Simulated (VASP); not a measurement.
# PbS (I4/mmm) in VASP: notebook

PbS is run at these levels: PBEsol; tasks: single point.

All numbers are computed with VASP 6.6.1; they aren't measurements. Logs are shortened: lines on timing, memory, paths and dates and some standing lists are left out, and cuts for length are marked.

### Step 1. The cell of the first run

The structure is tetragonal, space group I4/mmm (No. 139). The conventional cell has a = 3.983 Å, b = 3.983 Å, c = 6.078 Å, α = 90.00°, β = 90.00°, γ = 90.00°. Within 3.7 Å of Pb (site symmetry 4/mmm) lie 6 S at 2.82 to 3.04 Å. S (site symmetry 4/mmm) has 6 Pb at 2.82 to 3.04 Å within 3.7 Å.

### Step 2. Single point, PBEsol (strain -0.050 along x and y, +0.025 along z)

INCAR

```
SYSTEM = PbS
PREC     = Accurate       ! precision mode
ENCUT    = 520            ! plane-wave cutoff, eV
EDIFF    = 1E-6           ! SCF threshold, eV
ISMEAR   = 0              ! smearing method
SIGMA    = 0.03           ! smearing width, eV
LREAL    = .FALSE.        ! projectors in reciprocal space
LASPH    = .TRUE.         ! aspherical terms in the spheres
NELM     = 100            ! most SCF steps
ALGO     = Normal         ! electronic algorithm
ISIF     = 2              ! what is computed and relaxed
LWAVE    = .FALSE.        ! write WAVECAR
LCHARG   = .FALSE.        ! write CHGCAR
GGA      = PS             ! functional
NBANDS   = 17             ! bands
```

KPOINTS

```
regular mesh
0
G
  10 10 10
  0 0 0
```

POSCAR

```
PbS
1.0
    0.0000000000      2.8167500000      3.0391250000
    2.8167500000      0.0000000000      3.0391250000
    2.8167500000      2.8167500000      0.0000000000
Pb S
1 1
Direct
    0.0000000000      0.0000000000      0.0000000000
    0.5000000000      0.5000000000      0.5000000000
```

Potentials or basis: VASP PAW PBE potentials, release 64 (Pb_d, S).

On the command line:

```sh
> cat potpaw_PBE.64/Pb_d/POTCAR potpaw_PBE.64/S/POTCAR > POTCAR
> mpirun -np 1 vasp_std > vasp.out
```

OUTCAR:

```text
SYSTEM = PbS
   PREC = Accurate
   ENCUT = 520
   EDIFF = 1E-6
   ISMEAR = 0
   LREAL = .FALSE.
   LASPH = .TRUE.
   NELM = 100
   ISIF = 2
   GGA = PS

 ion  position               nearest neighbor table
   1  0.000  0.000  0.000-   2 2.82   2 2.82   2 2.82   2 2.82   2 3.04   2 3.04
   2  0.500  0.500  0.500-   1 2.82   1 2.82   1 2.82   1 2.82   1 3.04   1 3.04

  LATTYP: Found a body centered tetragonal cell.
 ALAT       =     3.9834860518
 C/A-ratio  =     1.5258620015

  Lattice vectors:

 A1 = (  -2.8167500000,   0.0000000000,   3.0391250000)
 A2 = (   2.8167500000,   0.0000000000,   3.0391250000)
 A3 = (   0.0000000000,   2.8167500000,  -3.0391250000)

Analysis of symmetry for initial positions (statically):
=====================================================================
 Subroutine PRICEL returns:
 Original cell was already a primitive cell.

 Routine SETGRP: Setting up the symmetry group for a
 body centered tetragonal supercell.

 Subroutine GETGRP returns: Found 16 space group operations
 (whereof 16 operations were pure point group operations)
 out of a pool of 16 trial point group operations.

The static configuration has the point symmetry D_4h.

Analysis of symmetry for dynamics (positions and initial velocities):
=====================================================================
 Subroutine PRICEL returns:
 Original cell was already a primitive cell.

 Routine SETGRP: Setting up the symmetry group for a
 body centered tetragonal supercell.

 Subroutine GETGRP returns: Found 16 space group operations
 (whereof 16 operations were pure point group operations)
 out of a pool of 16 trial point group operations.

The dynamic configuration has the point symmetry D_4h.

 Subroutine INISYM returns: Found 16 space group operations
 (whereof 16 operations are pure point group operations),
 and found     1 'primitive' translations

----------------------------------------------------------------------------------------

                                     Primitive cell

  volume of cell :      48.2253

  direct lattice vectors                    reciprocal lattice vectors
     0.000000000  2.816750000  3.039125000    -0.177509541  0.177509541  0.164521038
     2.816750000  0.000000000  3.039125000     0.177509541 -0.177509541  0.164521038
     2.816750000  2.816750000  0.000000000     0.177509541  0.177509541 -0.164521038

  length of vectors
     4.143713471  4.143713471  3.983486052     0.300144043  0.300144043  0.300144043

  position of ions in fractional coordinates (direct lattice)
     0.000000000  0.000000000  0.000000000
     0.500000000  0.500000000  0.500000000

  ion indices of the primitive-cell ions
   primitive index   ion index
                 1           1
                 2           2

----------------------------------------------------------------------------------------

 KPOINTS: regular mesh

Automatic generation of k-mesh.
 Grid dimensions read from file:
 generate k-points for:   10   10   10

 Generating k-lattice:

  Cartesian coordinates                     Fractional coordinates (reciprocal lattice)
    -0.017750954  0.017750954  0.016452104     0.100000000  0.000000000  0.000000000
     0.017750954 -0.017750954  0.016452104     0.000000000  0.100000000  0.000000000
     0.017750954  0.017750954 -0.016452104    -0.000000000 -0.000000000  0.100000000

  Length of vectors
     0.030014404  0.030014404  0.030014404

  Shift w.r.t. Gamma in fractional coordinates (k-lattice)
     0.000000000  0.000000000  0.000000000

 Subroutine IBZKPT returns following result:
 ===========================================

 Found    102 irreducible k-points:

 Following reciprocal coordinates:
            Coordinates               Weight
  0.000000  0.000000  0.000000      1.000000
  0.100000 -0.000000  0.000000      8.000000
  0.200000 -0.000000  0.000000      8.000000
  0.300000 -0.000000  0.000000      8.000000
  0.400000 -0.000000  0.000000      8.000000
  0.500000 -0.000000  0.000000      4.000000
[... 16 lines left out ...]
  0.300000  0.300000  0.000000      2.000000
  0.400000  0.300000  0.000000      8.000000
 [... further k-points ...]
   k-points           NKPTS =    102   k-points in BZ     NKDIM =    102   number of bands    NBANDS=     17
   number of dos      NEDOS =    301   number of ions     NIONS =      2
   total plane-waves  NPLWV =  30720
   dimension x,y,z NGX =    32 NGY =   32 NGZ =   30
   dimension x,y,z NGXF=    64 NGYF=   64 NGZF=   60
   ions per type =               1   1
   NGX,Y,Z   is equivalent  to a cutoff of  12.84, 12.84, 12.52 a.u.
   NGXF,Y,Z  is equivalent  to a cutoff of  25.68, 25.68, 25.04 a.u.
 SYSTEM =  PbS
   PREC   = accura    normal or accurate (medium, high low for compatibility)
   ISTART =      0    job   : 0-new  1-cont  2-samecut
   ICHARG =      2    charge: 1-file 2-atom 10-const
   ISPIN  =      1    spin polarized calculation?
   LNONCOLLINEAR =      F non collinear calculations
   LSORBIT =      F    spin-orbit coupling
   LASPH  =      T    aspherical Exc in radial PAW
   ENCUT  =  520.0 eV  38.22 Ry    6.18 a.u.   7.70  7.70  7.41*2*pi/ulx,y,z
   NELM   =    100;   NELMIN=  2; NELMDL= -5     # of ELM steps
   EDIFF  = 0.1E-05   stopping-criterion for ELM
   LREAL  =      F    real-space projection
   EDIFFG = 0.1E-04   stopping-criterion for IOM
   NSW    =      0    number of steps for IOM
   IBRION =     -1    ionic relax: 0-MD 1-quasi-New 2-CG
   NFREE  =      0    steps in history (QN), initial steepest desc. (CG)
   ISIF   =      2    stress and relaxation
   ISYM   =      2    0-nonsym 1-usesym 2-fastsym
   POTIM  = 0.5000    time-step for ionic-motion
   TEBEG  =    0.0;   TEEND  =   0.0 temperature during run
   PSTRESS=    0.0 pullay stress
   NELECT =      20.0000    total number of electrons
   NUPDOWN=      -1.0000    fix difference up-down
   EMIN   =  10.00;   EMAX   =-10.00  energy-range for DOS
   EFERMI =   0.00;   METHOD = LEGACY
   ISMEAR =     0;   SIGMA  =   0.03  broadening in eV -4-tet -1-fermi 0-gaus
   EFERMI_NEDOS =   21; number of points for ismear=-14 and -15
   IALGO  =     38    algorithm
   IMIX   =      4    mixing-type and parameters
     AMIX     =   0.40;   BMIX     =  1.00
     AMIX_MAG =   1.60;   BMIX_MAG =  1.00
  volume/ion in A,a.u.               =      24.11       162.72
  Fermi-wavevector in a.u.,A,eV,Ry     =   1.220843  2.307059 20.278903  1.490457
  Thomas-Fermi vector in A             =   2.356046
   LORBIT       =      0    0 simple, 1 ext, 2 COOP (PROOUT), +10 PAW based schemes
   GGA     = PS    functional components
   LHFCALC =     F    Hartree Fock is set to
   AEXX    =    0.0000 exact exchange contribution
   IVDW    =     0    specifies the selected vdW correction
   LEPSILON=     F    determine dielectric tensor
   LRPA    =     F    only Hartree local field effects (RPA)
 non-spin polarized calculation
 Gauss-broadening in eV      SIGMA  =   0.03
  energy-cutoff  :      520.00
  volume of cell :       48.23
 maximum number of plane-waves:      1316
   NGX = 15   NGY = 15   NGZ = 15

 number of electron      20.0000000 magnetization

 Free energy of the ion-electron system (eV)
  ---------------------------------------------------
  ext. energy  EPLUGINS =         0.00000000
  ---------------------------------------------------
  free energy    TOTEN  =        -9.32134176 eV

  energy without entropy =       -9.32134176  energy(sigma->0) =       -9.32134176

 E-fermi :   6.8744     XC(G=0): -10.2523

 val. band max:        6.7560626023   @ k =   0.5000  -0.0000   0.0000
 cond. band min:       6.9928679434   @ k =   0.5000  -0.0000   0.0000
 fundamental gap:      0.2368053411
 Fermi energy:         6.8744208616

 k-point     1 :       0.0000    0.0000    0.0000
  band No.  band energies     occupation
      1     -10.1639      2.00000
      2     -10.1315      2.00000
      3     -10.1315      2.00000
      4     -10.1297      2.00000
      5     -10.1004      2.00000
      6      -7.6080      2.00000
[... 9 lines left out ...]
     16      13.3938      0.00000
     17      14.5262      0.00000

 k-point     2 :       0.1000   -0.0000    0.0000
  band No.  band energies     occupation
      1     -10.1636      2.00000
      2     -10.1314      2.00000
      3     -10.1282      2.00000
      4     -10.1241      2.00000
      5     -10.1043      2.00000
      6      -7.5114      2.00000
[... 9 lines left out ...]
     16      13.6601      0.00000
     17      15.2446      0.00000

 k-point     3 :       0.2000   -0.0000    0.0000
  band No.  band energies     occupation
      1     -10.1668      2.00000
      2     -10.1318      2.00000
      3     -10.1283      2.00000
      4     -10.1061      2.00000
      5     -10.1056      2.00000
      6      -7.2314      2.00000
[... 9 lines left out ...]
     16      14.1876      0.00000
     17      16.7625      0.00000

 k-point     4 :       0.3000   -0.0000    0.0000
  band No.  band energies     occupation
      1     -10.1737      2.00000
      2     -10.1424      2.00000
      3     -10.1327      2.00000
      4     -10.0942      2.00000
      5     -10.0802      2.00000
      6      -6.8093      2.00000
[... 9 lines left out ...]
     16      15.0484      0.00000
     17      18.4724      0.00000
[... 343 lines left out ...]
      1     -10.1705      2.00000
      2     -10.1442      2.00000
      3     -10.1351      2.00000
      4     -10.1041      2.00000
      5     -10.0651      2.00000
      6      -6.6123      2.00000
[... 9 lines left out ...]
     16      15.5911      0.00000
     17      16.8594      0.00000

 k-point    23 :       0.3000    0.3000    0.0000
  band No.  band energies     occupation
      1     -10.2857      2.00000
      2     -10.1488      2.00000
      3     -10.0856      2.00000
      4     -10.0856      2.00000
      5     -10.0841      2.00000
      6      -6.6286      2.00000
[... 9 lines left out ...]
     16      17.4060      0.00000
     17      17.4060      0.00000

 k-point    24 :       0.4000    0.3000    0.0000
  band No.  band energies     occupation
      1     -10.3051      2.00000
      2     -10.1467      2.00000
      3     -10.0911      2.00000
      4     -10.0794      2.00000
      5     -10.0718      2.00000
      6      -6.3163      2.00000
[... 9 lines left out ...]
     16      17.7383      0.00000
     17      18.5012      0.00000

 [... further k-points ...]

------------------------ aborting loop because EDIFF is reached ----------------------------------------

  FORCE on cell =-STRESS in cart. coord.  units (eV):
  Direction    XX          YY          ZZ          XY          YZ          ZX
  --------------------------------------------------------------------------------------
  -------------------------------------------------------------------------------------
  Total        2.7883518      2.7883518     -0.7538950      0.0000000      0.0000000     -0.0000000
  in kB       92.6366818     92.6366818    -25.0464554      0.0000000      0.0000000     -0.0000000
  external PRESSURE =      53.4089694 kB  Pullay stress =       0.0000000 kB

 VOLUME and BASIS-vectors are now :
 -----------------------------------------------------------------------------
  energy-cutoff  :      520.00
  volume of cell :       48.23
      direct lattice vectors                 reciprocal lattice vectors
     0.000000000  2.816750000  3.039125000    -0.177509541  0.177509541  0.164521038
     2.816750000  0.000000000  3.039125000     0.177509541 -0.177509541  0.164521038
     2.816750000  2.816750000  0.000000000     0.177509541  0.177509541 -0.164521038

 POSITION                                       TOTAL-FORCE (eV/Angst)
 -----------------------------------------------------------------------------------
      0.00000      0.00000      0.00000         0.000000     -0.000000      0.000000
      2.81675      2.81675      3.03912        -0.000000      0.000000     -0.000000
 -----------------------------------------------------------------------------------
    total drift:                                0.000000     -0.000000     -0.000000

  FREE ENERGIE OF THE ION-ELECTRON SYSTEM (eV)
  ---------------------------------------------------
  free  energy   TOTEN  =        -9.3213417626 eV

  energy  without entropy=       -9.3213417626  energy(sigma->0) =       -9.32134176
```

It took 30 s on 1 thread of Intel Xeon 6975P-C (Granite Rapids), shared host; peak memory 0.22 GiB.

Results:

```
Free energy            : -9.3213 eV
Pressure               : 5.3 GPa
Band gap on the k mesh : 0.24 eV, direct
```

Caveat: the cell differs from its parent crystal (strain -0.050 along x and y, +0.025 along z); the PAW data sets were made with another functional, which shifts forces and pressure a little; spin-orbit coupling is left out, which moves the levels of the heavy elements.

### Step 3. Single point, PBEsol (strain -0.050 along x and y, +0.050 along z)

INCAR

```
  PREC = Accurate
  ENCUT = 520
  EDIFF = 1E-7
  ISMEAR = 0
  SIGMA = 0.03
  LREAL = False
  LASPH = True
  NELM = 100
  ALGO = Normal
  ISIF = 2
  LWAVE = False
  LCHARG = True
  GGA = PS
  LELF = True
  LVHAR = True
  NBANDS = 17
```

KPOINTS

```
Automatic mesh
0
Gamma
  10 10 10
```

POSCAR

```
PbS
1.0
    0.0000000000      2.8167500000      3.1132500000
    2.8167500000      0.0000000000      3.1132500000
    2.8167500000      2.8167500000      0.0000000000
Pb S
1 1
Direct
    0.0000000000      0.0000000000      0.0000000000
    0.5000000000      0.5000000000      0.5000000000
```

Potentials or basis: VASP PAW PBE potentials, release 64 (Pb_d, S).

On the command line:

```sh
> cat potpaw_PBE.64/Pb_d/POTCAR potpaw_PBE.64/S/POTCAR > POTCAR
> mpirun -np 1 vasp_std > vasp.out
```

Wall time 32 s (1 thread of Intel Xeon 6975P-C (Granite Rapids), shared host); peak memory 0.23 GiB.

The run converged. Its results:

* Free energy: -9.2949 eV
* Pressure: 4.2 GPa
* Band gap on the k mesh: 0.22 eV, direct

Stress tensor (GPa, compression positive):
```
 8.65  0.00  0.00
 0.00  8.65  0.00
 0.00  0.00 -4.71
```

Levels at points of the mesh, in eV from the valence-band top:
| k point | band 7 | band 8 | band 9 | band 10 | band 11 | band 12 | band 13 | band 14 |
| --- | --- | --- | --- | --- | --- | --- | --- | --- |
| (0.00, 0.00, 0.00) | -5.90 | -2.77 | -2.77 | -2.05 | 3.94 | 6.10 | 6.13 | 6.13 |
| (0.50, 0.00, 0.00) | -9.34 | -2.22 | -1.91 | 0.00 | 0.22 | 1.56 | 2.06 | 8.47 |
| (0.50, 0.50, 0.00) | -6.87 | -5.68 | -3.75 | -3.75 | 3.74 | 4.95 | 6.27 | 6.27 |
| (0.50, 0.00, 0.50) | -7.50 | -5.87 | -4.48 | -3.43 | 3.35 | 4.59 | 6.05 | 6.78 |

Caveat: the cell differs from its parent crystal (strain -0.050 along x and y, +0.050 along z); the PAW data sets were made with another functional, which shifts forces and pressure a little; spin-orbit coupling is left out, which moves the levels of the heavy elements.

### Step 4. Single point, PBEsol (strain +0.000 along x and y, -0.050 along z)

INCAR

```
SYSTEM = PbS
ALGO = Normal ; EDIFF = 1E-6
ENCUT = 520 ; GGA = PS
ISIF = 2 ; ISMEAR = 0
LASPH = .TRUE. ; LCHARG = .FALSE.
LREAL = .FALSE. ; LWAVE = .FALSE.
NBANDS = 17 ; NELM = 60
PREC = Accurate ; SIGMA = 0.03
```

KPOINTS

```
k-points
0
G
  10 10 10
  0 0 0
```

POSCAR

```
PbS
1.0
    0.0000000000      2.9650000000      2.8167500000
    2.9650000000      0.0000000000      2.8167500000
    2.9650000000      2.9650000000      0.0000000000
Pb S
1 1
Direct
    0.0000000000      0.0000000000      0.0000000000
    0.5000000000      0.5000000000      0.5000000000
```

On the command line:

```sh
> cat potpaw_PBE.64/Pb_d/POTCAR potpaw_PBE.64/S/POTCAR > POTCAR
> mpirun -np 1 vasp_std > vasp.out
```

Run time: 37 s. Hardware: 1 thread of Intel Xeon 6975P-C (Granite Rapids), shared host; peak memory 0.22 GiB.

Results (log left out):

- Free energy: -9.3971 eV
- Pressure: 2.8 GPa
- Band gap on the k mesh: 0.04 eV, direct

Stress tensor (GPa, compression positive):
```
-0.12  0.00  0.00
 0.00 -0.12  0.00
 0.00  0.00  8.66
```

Levels at points of the mesh, in eV from the valence-band top:
| k point | band 8 | band 9 | band 10 | band 11 | band 12 | band 13 |
| --- | --- | --- | --- | --- | --- | --- |
| (0.00, 0.00, 0.00) | -2.85 | -2.39 | -2.39 | 4.82 | 4.82 | 6.11 |
| (0.50, 0.00, 0.00) | -2.15 | -2.05 | 0.00 | 0.04 | 1.51 | 1.89 |
| (0.50, 0.50, 0.00) | -5.88 | -4.00 | -4.00 | 3.25 | 5.56 | 5.56 |
| (0.50, 0.00, 0.50) | -5.79 | -4.16 | -3.60 | 3.48 | 5.27 | 5.42 |

Caveat: the cell differs from its parent crystal (strain +0.000 along x and y, -0.050 along z); the PAW data sets were made with another functional, which shifts forces and pressure a little; spin-orbit coupling is left out, which moves the levels of the heavy elements.

### Step 5. Single point, PBEsol (strain -0.025 along x and y, +0.050 along z)

INCAR

```
PREC     = Accurate       # precision mode
ENCUT    = 520            # plane-wave cutoff, eV
EDIFF    = 1E-7           # SCF threshold, eV
ISMEAR   = 0              # smearing method
SIGMA    = 0.03           # smearing width, eV
LREAL    = False          # projectors in reciprocal space
LASPH    = True           # aspherical terms in the spheres
NELM     = 80             # most SCF steps
ALGO     = Normal         # electronic algorithm
ISIF     = 2              # what is computed and relaxed
LWAVE    = False          # write WAVECAR
LCHARG   = False          # write CHGCAR
GGA      = PS             # functional
NBANDS   = 17             # bands
```

KPOINTS

```
regular mesh
0
Gamma
  10 10 10
```

POSCAR

```
PbS
1.0
    0.0000000000      2.8908750000      3.1132500000
    2.8908750000      0.0000000000      3.1132500000
    2.8908750000      2.8908750000      0.0000000000
Pb S
1 1
Direct
    0.0000000000      0.0000000000      0.0000000000
    0.5000000000      0.5000000000      0.5000000000
```

On the command line:

```sh
> cat potpaw_PBE.64/Pb_d/POTCAR potpaw_PBE.64/S/POTCAR > POTCAR
> mpirun -np 1 vasp_std > vasp.out
```

It took 32 s on 1 thread of Intel Xeon 6975P-C (Granite Rapids), shared host; peak memory 0.23 GiB.

It converged, with:

| Quantity | Value |
| --- | --- |
| Free energy | -9.3875 eV |
| Pressure | 0.1 GPa |
| Band gap on the k mesh | 0.11 eV, direct |

Stress tensor (GPa, compression positive):
```
 2.81  0.00  0.00
 0.00  2.81  0.00
 0.00  0.00 -5.31
```

Levels at points of the mesh, in eV from the valence-band top:
```
           k point  band 6  band 7  band 8  band 9  band 10  band 11  band 12  band 13  band 14  band 15
(0.00, 0.00, 0.00)  -13.75   -6.11   -2.49   -2.49    -1.95     4.07     5.65     5.65     6.26     6.72
(0.50, 0.00, 0.00)  -12.48   -9.05   -2.00   -1.81     0.00     0.11     1.63     2.01     8.36     9.81
(0.50, 0.50, 0.00)  -12.32   -7.04   -5.30   -3.50    -3.50     3.82     4.90     5.87     5.87    11.19
(0.50, 0.00, 0.50)  -11.88   -7.45   -5.45   -4.02    -3.27     3.53     4.66     5.72     6.22    10.51
```

Caveat: the cell differs from its parent crystal (strain -0.025 along x and y, +0.050 along z); the PAW data sets were made with another functional, which shifts forces and pressure a little; spin-orbit coupling is left out, which moves the levels of the heavy elements. A k mesh can miss the band edges.

### Step 6. Overview

| cell | gap on the mesh (eV) | pressure (GPa) |
| --- | --- | --- |
| a = 4.144, b = 4.144, c = 3.983 Å, angles 61.3, 61.3, 57.5°, 2 atoms | 0.24 | 5.3 |
| a = 4.198, b = 4.198, c = 3.983 Å, angles 61.7, 61.7, 56.6°, 2 atoms | 0.22 | 4.2 |
| a = 4.090, b = 4.090, c = 4.193 Å, angles 59.2, 59.2, 61.7°, 2 atoms | 0.04 | 2.8 |
| a = 4.248, b = 4.248, c = 4.088 Å, angles 61.2, 61.2, 57.5°, 2 atoms | 0.11 | 0.1 |

Alike in all rows: task single point; level PBEsol; potentials or basis VASP PAW PBE potentials, release 64 (Pb_d, S); no spin polarisation; k mesh 10 × 10 × 10; cutoff (eV) 520; smearing gaussian 0.03 eV.

Caveats: the PAW data sets were made with another functional, which shifts forces and pressure a little; spin-orbit coupling is left out, which moves the levels of the heavy elements.

Absolute energies hang on the potentials; compare differences alone.
